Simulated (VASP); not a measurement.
# Ge (Pm-3m) in VASP: further runs, part 2 of 2

VASP 6.6.1. The steps go on from the part before.

**3. Single point, LDA**

INCAR

```
PREC = Accurate
ENCUT = 520
EDIFF = 1E-6
ISMEAR = -1
SIGMA = 0.08
LREAL = F
LASPH = T
NELM = 80
ALGO = Normal
ISIF = 2
LWAVE = F
LCHARG = T
GGA = CA
LELF = T
LVHAR = T
NBANDS = 13
```

KPOINTS

```
Automatic mesh
0
Gamma
  17 17 17
```

POSCAR

```
Ge
1.0
    2.2403984662      0.0000000000      0.0000000000
    0.0000000000      2.2403984662      0.0000000000
    0.0000000000      0.0000000000      2.2403984662
Ge
1
Direct
    0.0000000000      0.0000000000      0.0000000000
```

Potentials or basis: VASP PAW LDA potentials, release 64 (Ge_d).

Command:

```
$ cat potpaw_LDA.64/Ge_d/POTCAR > POTCAR
$ mpirun -np 1 vasp_std > vasp.out
```

OUTCAR:

```text
PREC = Accurate
   ENCUT = 520
   EDIFF = 1E-6
   ISMEAR = -1
   LREAL = F
   LASPH = T
   NELM = 80
   ISIF = 2
   GGA = CA

 ion  position               nearest neighbor table
   1  0.000  0.000  0.000-

  LATTYP: Found a simple cubic cell.
 ALAT       =     2.2403984662

  Lattice vectors:

 A1 = (   2.2403984662,   0.0000000000,   0.0000000000)
 A2 = (   0.0000000000,   2.2403984662,   0.0000000000)
 A3 = (   0.0000000000,   0.0000000000,   2.2403984662)

Analysis of symmetry for initial positions (statically):
=====================================================================
 Subroutine PRICEL returns:
 Original cell was already a primitive cell.

 Routine SETGRP: Setting up the symmetry group for a
 simple cubic supercell.

 Subroutine GETGRP returns: Found 48 space group operations
 (whereof 48 operations were pure point group operations)
 out of a pool of 48 trial point group operations.

The static configuration has the point symmetry O_h .

Analysis of symmetry for dynamics (positions and initial velocities):
=====================================================================
 Subroutine PRICEL returns:
 Original cell was already a primitive cell.

 Routine SETGRP: Setting up the symmetry group for a
 simple cubic supercell.

 Subroutine GETGRP returns: Found 48 space group operations
 (whereof 48 operations were pure point group operations)
 out of a pool of 48 trial point group operations.

The dynamic configuration has the point symmetry O_h .

 Subroutine INISYM returns: Found 48 space group operations
 (whereof 48 operations are pure point group operations),
 and found     1 'primitive' translations

----------------------------------------------------------------------------------------

                                     Primitive cell

  volume of cell :      11.2454

  direct lattice vectors                    reciprocal lattice vectors
     2.240398466  0.000000000  0.000000000     0.446349172  0.000000000  0.000000000
     0.000000000  2.240398466  0.000000000     0.000000000  0.446349172  0.000000000
     0.000000000  0.000000000  2.240398466     0.000000000  0.000000000  0.446349172
[... 112 lines left out ...]
   LRPA    =     F    only Hartree local field effects (RPA)
 non-spin polarized calculation
  energy-cutoff  :      520.00
  volume of cell :       11.25
 maximum number of plane-waves:       312
 NGX is ok and might be reduce to    18
   NGX =  9   NGY =  9   NGZ =  9

 number of electron      13.9999988 magnetization

 Free energy of the ion-electron system (eV)
  ---------------------------------------------------
  ext. energy  EPLUGINS =         0.00000000
  ---------------------------------------------------
  free energy    TOTEN  =        -3.11103611 eV

  energy without entropy =       -3.10384954  energy(sigma->0) =       -3.10744283

 E-fermi :  13.7005     XC(G=0): -14.3702

 val. band max:       13.6464110140   @ k =   0.4118   0.3529   0.0588
 cond. band min:      13.7092346011   @ k =   0.2353   0.2353   0.0588
 fundamental gap:      0.0628235870
 Fermi energy:        13.7004955381

 k-point     1 :       0.0000    0.0000    0.0000
  band No.  band energies     occupation
      1     -12.7187      2.00000
      2     -12.7187      2.00000
      3     -11.6054      2.00000
      4     -11.6054      2.00000
      5     -11.6054      2.00000
      6      -5.2813      2.00000
      7      23.4503      0.00000
      8      23.4503      0.00000
      9      23.4503      0.00000
     10      26.3646      0.00000
     11      26.3646      0.00000
     12      32.8800      0.00000
     13      50.2465      0.00000
[... 354 lines left out ...]
  band No.  band energies     occupation
      1     -12.5623      2.00000
      2     -11.9844      2.00000
      3     -11.9611      2.00000
      4     -11.9029      2.00000
      5     -11.6174      2.00000
      6       1.9639      2.00000
      7       4.2183      2.00000
      8      24.6929      0.00000
      9      28.0475      0.00000
     10      29.7727      0.00000
     11      33.3789      0.00000
     12      35.1507      0.00000
     13      35.4916      0.00000

 [... further k-points ...]

------------------------ aborting loop because EDIFF is reached ----------------------------------------

  FORCE on cell =-STRESS in cart. coord.  units (eV):
  Direction    XX          YY          ZZ          XY          YZ          ZX
  --------------------------------------------------------------------------------------
  -------------------------------------------------------------------------------------
  Total        9.2273016      9.2273016      9.2273016     -0.0000000     -0.0000000      0.0000000
  in kB     1314.6480455   1314.6480455   1314.6480455     -0.0000000     -0.0000000      0.0000000
  external PRESSURE =    1314.6480455 kB  Pullay stress =       0.0000000 kB

 VOLUME and BASIS-vectors are now :
 -----------------------------------------------------------------------------
  energy-cutoff  :      520.00
  volume of cell :       11.25
      direct lattice vectors                 reciprocal lattice vectors
     2.240398466  0.000000000  0.000000000     0.446349172  0.000000000  0.000000000
     0.000000000  2.240398466  0.000000000     0.000000000  0.446349172  0.000000000
     0.000000000  0.000000000  2.240398466     0.000000000  0.000000000  0.446349172

 POSITION                                       TOTAL-FORCE (eV/Angst)
 -----------------------------------------------------------------------------------
      0.00000      0.00000      0.00000         0.000000      0.000000      0.000000
 -----------------------------------------------------------------------------------
    total drift:                               -0.000000      0.000000      0.000000

  FREE ENERGIE OF THE ION-ELECTRON SYSTEM (eV)
  ---------------------------------------------------
  free  energy   TOTEN  =        -3.1110361129 eV

  energy  without entropy=       -3.1038495433  energy(sigma->0) =       -3.10744283
```

OSZICAR:

```text
N       E                     dE             d eps       ncg     rms          rms(c)
DAV:   1     0.587982098172E+02    0.58798E+02   -0.66306E+03  4982   0.333E+03
DAV:   2     0.170931087535E+00   -0.58627E+02   -0.55481E+02  4525   0.401E+02
DAV:   3    -0.320107753877E+01   -0.33720E+01   -0.33550E+01  4853   0.619E+01
DAV:   4    -0.322746245151E+01   -0.26385E-01   -0.26380E-01  4830   0.546E+00
DAV:   5    -0.322760114170E+01   -0.13869E-03   -0.13869E-03  4860   0.412E-01    0.387E+00
DAV:   6    -0.315270397370E+01    0.74897E-01   -0.87969E-03  5069   0.164E+00    0.218E+00
DAV:   7    -0.311118314477E+01    0.41521E-01   -0.14616E-02  4687   0.143E+00    0.145E-01
DAV:   8    -0.311104090343E+01    0.14224E-03   -0.57221E-04  5752   0.595E-01    0.611E-02
DAV:   9    -0.311103745317E+01    0.34503E-05   -0.15947E-05  6009   0.104E-01    0.829E-03
DAV:  10    -0.311103611114E+01    0.13420E-05   -0.12382E-06  3690   0.332E-02    0.620E-04
DAV:  11    -0.311103611286E+01   -0.17226E-08   -0.26218E-07  2780   0.587E-03
   1 F= -.31110361E+01 E0= -.31074428E+01  d E =-.718657E-02
```

stdout:

```text
POSCAR found type information on POSCAR Ge
 POSCAR found :  1 types and       1 ions
 scaLAPACK will be used
 LDA part: xc-table for (Slater(with rela. corr.)+CA(PZ))
 , standard interpolation
 POSCAR, INCAR and KPOINTS ok, starting setup
 FFT: planning ... GRIDC
 FFT: planning ... GRID_SOFT
 FFT: planning ... GRID
 WAVECAR not read
 entering main loop
```

Run time: 12 s. Hardware: 1 thread of Intel Xeon Platinum 8488C (Sapphire Rapids), shared host; peak memory 0.13 GiB.

What came out:

| Property | Result |
| --- | --- |
| Free energy | -3.1110 eV |
| Pressure | 131.5 GPa |
| Band gap on the k mesh | zero (band 7 reaches 23.45 eV, above the bottom of band 8 at 10.72 eV) |

**4. Relaxation of cell and atoms, LDA, target pressure 130 GPa, at which the enthalpy is minimised**

This run uses another cell than the first one, of 11.02 Å³/atom, 0.980 times its volume.

INCAR

```
SYSTEM = Ge
PREC = Accurate
ENCUT = 600
EDIFF = 1E-6
ISMEAR = -1
SIGMA = 0.08
LREAL = .FALSE.
LASPH = .TRUE.
NELM = 60
ALGO = Normal
ISIF = 3
LWAVE = .FALSE.
LCHARG = .FALSE.
IBRION = 2
NSW = 60
EDIFFG = -0.005
PSTRESS = 1300.0
```

KPOINTS

```
Automatic mesh
0
G
  17 17 17
  0 0 0
```

POSCAR

```
Ge
1.0
    2.2251826817      0.0000000000      0.0000000000
    0.0000000000      2.2251826817      0.0000000000
    0.0000000000      0.0000000000      2.2251826817
Ge
1
Direct
    0.0000000000      0.0000000000      0.0000000000
```

Potentials or basis: VASP PAW LDA potentials, release 64 (Ge_d).

Command:

```
$ cat potpaw_LDA.64/Ge_d/POTCAR > POTCAR
$ mpirun -np 1 vasp_std > vasp.out
```

OUTCAR:

```text
SYSTEM = Ge
   PREC = Accurate
   ENCUT = 600
   EDIFF = 1E-6
   ISMEAR = -1
   LREAL = .FALSE.
   LASPH = .TRUE.
   NELM = 60
   ISIF = 3
   IBRION = 2
   NSW = 60
   EDIFFG = -0.005
   PSTRESS = 1300.0

 ion  position               nearest neighbor table
   1  0.000  0.000  0.000-

  LATTYP: Found a simple cubic cell.
 ALAT       =     2.2251826817

  Lattice vectors:

 A1 = (   2.2251826817,   0.0000000000,   0.0000000000)
 A2 = (   0.0000000000,   2.2251826817,   0.0000000000)
 A3 = (   0.0000000000,   0.0000000000,   2.2251826817)

Analysis of symmetry for initial positions (statically):
=====================================================================
 Subroutine PRICEL returns:
 Original cell was already a primitive cell.

 Routine SETGRP: Setting up the symmetry group for a
[... 435 lines left out ...]

 E-fermi :  13.6492     XC(G=0): -14.3529

 val. band max:       13.5917670854   @ k =   0.4118   0.3529   0.0588
 cond. band min:      13.6618341568   @ k =   0.2353   0.2353   0.0588
 fundamental gap:      0.0700670714
 Fermi energy:        13.6492045903

 k-point     1 :       0.0000    0.0000    0.0000
  band No.  band energies     occupation
      1     -12.7543      2.00000
      2     -12.7543      2.00000
      3     -11.6485      2.00000
      4     -11.6485      2.00000
      5     -11.6485      2.00000
      6      -5.2932      2.00000
      7      23.3823      0.00000
      8      23.3823      0.00000
      9      23.3823      0.00000
     10      26.2977      0.00000
     11      26.2977      0.00000
[... 309 lines left out ...]
 k-point    24 :       0.4706    0.1176    0.0000
  band No.  band energies     occupation
      1     -12.5990      2.00000
      2     -12.0247      2.00000
      3     -12.0009      2.00000
      4     -11.9439      2.00000
      5     -11.6604      2.00000
      6       1.9323      2.00000
      7       4.1917      2.00000
      8      24.6170      0.00000
      9      27.9833      0.00000
     10      29.6839      0.00000
     11      33.3083      0.00000

 [... further k-points ...]
[... 5 lines left out ...]
  --------------------------------------------------------------------------------------
  -------------------------------------------------------------------------------------
  Total        9.1544449      9.1544449      9.1544449      0.0000000      0.0000000      0.0000000
  in kB     1300.6319428   1300.6319428   1300.6319428      0.0000000      0.0000000      0.0000000
  external PRESSURE =       0.6319428 kB  Pullay stress =    1300.0000000 kB
[... 20 lines left out ...]
  energy  without entropy=       -3.1295407482  energy(sigma->0) =       -3.13312041

  enthalpy is  TOTEN    =         6.0132969597 eV   P V=        9.1499970249

 reached required accuracy - stopping structural energy minimisation
```

CONTCAR:

```text
Ge
   1.00000000000000
     2.2424842130238911   -0.0000000000000000   -0.0000000000000000
     0.0000000000000000    2.2424842130238911   -0.0000000000000000
     0.0000000000000000    0.0000000000000000    2.2424842130238911
  Ge
     1
Direct
     0.0000000000000000    0.0000000000000000    1.0000000000000000

  0.00000000E+00  0.00000000E+00  0.00000000E+00
```

Wall time 47 s (1 thread of Intel Xeon Platinum 8488C (Sapphire Rapids), shared host); peak memory 0.14 GiB.

What came out:

```yaml
Free_energy: -3.1367 eV
Relaxed_volume: 11.28 Å³/atom
Relaxed_cell: a = 2.242 Å, b = 2.242 Å, c = 2.242 Å, α = 90.00°, β = 90.00°, γ = 90.00°
Space_group_after_relaxing_to_0.05_Å: Pm-3m (No. 221)
Energy_change_on_relaxing_the_enthalpy_is_what_falls: -220.7 meV/atom
Ionic_steps: 8
Pressure_after_relaxing: 130.1 GPa
Band_gap_on_the_k_mesh: zero (band 7 reaches 23.38 eV, above the bottom of band 8 at 10.67 eV)
```

The path:
```tsv
step	energy change (eV)	largest force (eV/Å)	pressure (GPa)	volume (Å³)
1	0.0000	0.0000	143.26	11.02
2	-1.0340	0.0000	80.55	12.54
3	-0.2311	0.0000	128.71	11.29
4	-0.2110	0.0000	130.46	11.26
5	-0.2163	0.0000	130.37	11.27
6	-0.2238	0.0000	129.77	11.28
7	-0.2056	0.0000	130.80	11.26
8	-0.2207	0.0000	130.06	11.28
```

Final structure:
```yaml
crystal:
  lattice:
    - [2.24248, 0.00000, 0.00000]
    - [0.00000, 2.24248, 0.00000]
    - [0.00000, 0.00000, 2.24248]
  atoms:
    - { symbol: Ge, position: [0.00000, 0.00000, 0.00000] }
```

Levels at points of the mesh, in eV from the Fermi level:
```csv
k point,band 3,band 4,band 5,band 6,band 7,band 8,band 9,band 10,band 11
"(0.00, 0.00, 0.00)",-25.30,-25.30,-25.30,-18.94,9.73,9.73,9.73,12.65,12.65
```

Caveat: the cell is relaxed towards a set pressure, so the enthalpy falls and the energy may rise.

**5. Relaxation of cell and atoms, LDA, target pressure 130 GPa, at which the enthalpy is minimised**

INCAR

```
ALGO = Normal
EDIFF = 1E-6
EDIFFG = -0.005
ENCUT = 600
IBRION = 2
ISIF = 3
ISMEAR = -1
LASPH = T
LCHARG = F
LREAL = F
LWAVE = F
NELM = 80
NSW = 32
PREC = Accurate
PSTRESS = 1300.0
SIGMA = 0.08
```

KPOINTS

```
k-points
0
Gamma
  17 17 17
```

POSCAR

```
Ge
1.0
    2.2402229978      0.0000000000      0.0000000000
    0.0000000000      2.2402229978      0.0000000000
    0.0000000000      0.0000000000      2.2402229978
Ge
1
Direct
    0.0000000000      0.0000000000      0.0000000000
```

Potentials or basis: VASP PAW LDA potentials, release 64 (Ge_d).

Command:

```
$ cat potpaw_LDA.64/Ge_d/POTCAR > POTCAR
$ mpirun -np 1 vasp_std > vasp.out
```

OUTCAR:

```text
EDIFF = 1E-6
   EDIFFG = -0.005
   ENCUT = 600
   IBRION = 2
   ISIF = 3
   ISMEAR = -1
   LASPH = T
   LREAL = F
   NELM = 80
   NSW = 32
   PREC = Accurate
   PSTRESS = 1300.0

 ion  position               nearest neighbor table
   1  0.000  0.000  0.000-

  LATTYP: Found a simple cubic cell.
 ALAT       =     2.2402229978

  Lattice vectors:

 A1 = (   2.2402229978,   0.0000000000,   0.0000000000)
 A2 = (   0.0000000000,   2.2402229978,   0.0000000000)
 A3 = (   0.0000000000,   0.0000000000,   2.2402229978)

Analysis of symmetry for initial positions (statically):
=====================================================================
 Subroutine PRICEL returns:
 Original cell was already a primitive cell.

 Routine SETGRP: Setting up the symmetry group for a
 simple cubic supercell.

 Subroutine GETGRP returns: Found 48 space group operations
 (whereof 48 operations were pure point group operations)
 out of a pool of 48 trial point group operations.

The static configuration has the point symmetry O_h .

Analysis of symmetry for dynamics (positions and initial velocities):
=====================================================================
 Subroutine PRICEL returns:
 Original cell was already a primitive cell.

[... 162 lines left out ...]
  Total        9.2347342      9.2347342      9.2347342      0.0000000      0.0000000      0.0000000
  in kB     1316.0161840   1316.0161840   1316.0161840      0.0000000      0.0000000      0.0000000
  external PRESSURE =      16.0161840 kB  Pullay stress =    1300.0000000 kB
[... 172 lines left out ...]
--------------------------------------- Ionic step        6  -------------------------------------------

 number of electron      13.9999988 magnetization

 Free energy of the ion-electron system (eV)
  ---------------------------------------------------
  ext. energy  EPLUGINS =         0.00000000
  ---------------------------------------------------
  free energy    TOTEN  =        -3.13654378 eV

  energy without entropy =       -3.12938469  energy(sigma->0) =       -3.13296424

 E-fermi :  13.6498     XC(G=0): -14.3531

 val. band max:       13.5923431314   @ k =   0.4118   0.3529   0.0588
 cond. band min:      13.6624239792   @ k =   0.2353   0.2353   0.0588
 fundamental gap:      0.0700808478
 Fermi energy:        13.6497887942

 k-point     1 :       0.0000    0.0000    0.0000
  band No.  band energies     occupation
      1     -12.7553      2.00000
      2     -12.7553      2.00000
      3     -11.6495      2.00000
      4     -11.6495      2.00000
      5     -11.6495      2.00000
      6      -5.2929      2.00000
      7      23.3831      0.00000
      8      23.3831      0.00000
      9      23.3831      0.00000
     10      26.2984      0.00000
     11      26.2984      0.00000
[... 309 lines left out ...]
 k-point    24 :       0.4706    0.1176    0.0000
  band No.  band energies     occupation
      1     -12.6001      2.00000
      2     -12.0258      2.00000
      3     -12.0019      2.00000
      4     -11.9449      2.00000
      5     -11.6615      2.00000
      6       1.9327      2.00000
      7       4.1922      2.00000
      8      24.6178      0.00000
      9      27.9840      0.00000
     10      29.6848      0.00000
     11      33.3090      0.00000

 [... further k-points ...]
[... 5 lines left out ...]
  --------------------------------------------------------------------------------------
  -------------------------------------------------------------------------------------
  Total        9.1510849      9.1510849      9.1510849      0.0000000      0.0000000      0.0000000
  in kB     1300.1857311   1300.1857311   1300.1857311      0.0000000      0.0000000      0.0000000
  external PRESSURE =       0.1857311 kB  Pullay stress =    1300.0000000 kB
[... 20 lines left out ...]
  energy  without entropy=       -3.1293846918  energy(sigma->0) =       -3.13296424

  enthalpy is  TOTEN    =         6.0132339215 eV   P V=        9.1497777035

 reached required accuracy - stopping structural energy minimisation
```

Run time: 28 s. Hardware: 1 thread of Intel Xeon Platinum 8488C (Sapphire Rapids), shared host; peak memory 0.13 GiB.

Results:

| Property | Result |
| --- | --- |
| Free energy | -3.1365 eV |
| Relaxed volume | 11.28 Å³/atom |
| Relaxed cell | a = 2.242 Å, b = 2.242 Å, c = 2.242 Å, α = 90.00°, β = 90.00°, γ = 90.00° |
| Space group after relaxing (to 0.05 Å) | Pm-3m (No. 221) |
| Energy change on relaxing (the enthalpy is what falls) | -27.6 meV/atom |
| Ionic steps | 6 |
| Pressure after relaxing | 130.0 GPa |
| Band gap on the k mesh | zero (band 7 reaches 23.38 eV, above the bottom of band 8 at 10.67 eV) |

The path:
| step | energy change (eV) | largest force (eV/Å) | pressure (GPa) | volume (Å³) |
| --- | --- | --- | --- | --- |
| 1 | 0.0000 | 0.0000 | 131.60 | 11.24 |
| 2 | -0.1460 | 0.0000 | 122.81 | 11.43 |
| 3 | -0.0274 | 0.0000 | 129.93 | 11.28 |
| 4 | -0.0262 | 0.0000 | 130.40 | 11.27 |
| 5 | -0.0269 | 0.0000 | 130.12 | 11.28 |
| 6 | -0.0276 | 0.0000 | 130.02 | 11.28 |

Final structure:
```xyz
1
Lattice="2.2425 0.0000 0.0000 0.0000 2.2425 0.0000 0.0000 0.0000 2.2425" Properties=species:S:1:pos:R:3 pbc="T T T"
Ge    0.0000    0.0000    0.0000
```

Levels at points of the mesh, in eV from the Fermi level:
```
           k point  band 4  band 5  band 6  band 7  band 8  band 9  band 10  band 11
(0.00, 0.00, 0.00)  -25.30  -25.30  -18.94    9.73    9.73    9.73    12.65    12.65
```

Caveat: the cell is relaxed towards a set pressure, so the enthalpy falls and the energy may rise.

**6. Overview**

| task | cell | cutoff (eV) | gap on the mesh (eV) | pressure (GPa) |
| --- | --- | --- | --- | --- |
| single point | a = 2.240 Å, 1 atom | 520 | none | 131.5 |
| relaxation of cell and atoms | relaxed to 130 GPa from a = 2.225 Å, 1 atom | 600 | none | 130.1 |
| relaxation of cell and atoms | relaxed to 130 GPa from a = 2.240 Å, 1 atom | 600 | none | 130.0 |

Alike in all rows: level LDA; potentials or basis VASP PAW LDA potentials, release 64 (Ge_d); no spin polarisation; k mesh 17 × 17 × 17; smearing fermi-dirac 0.08 eV.

Caveats: the cell is relaxed towards a set pressure, so the enthalpy falls and the energy may rise (some runs).

Absolute energies hang on the potentials; compare differences alone.
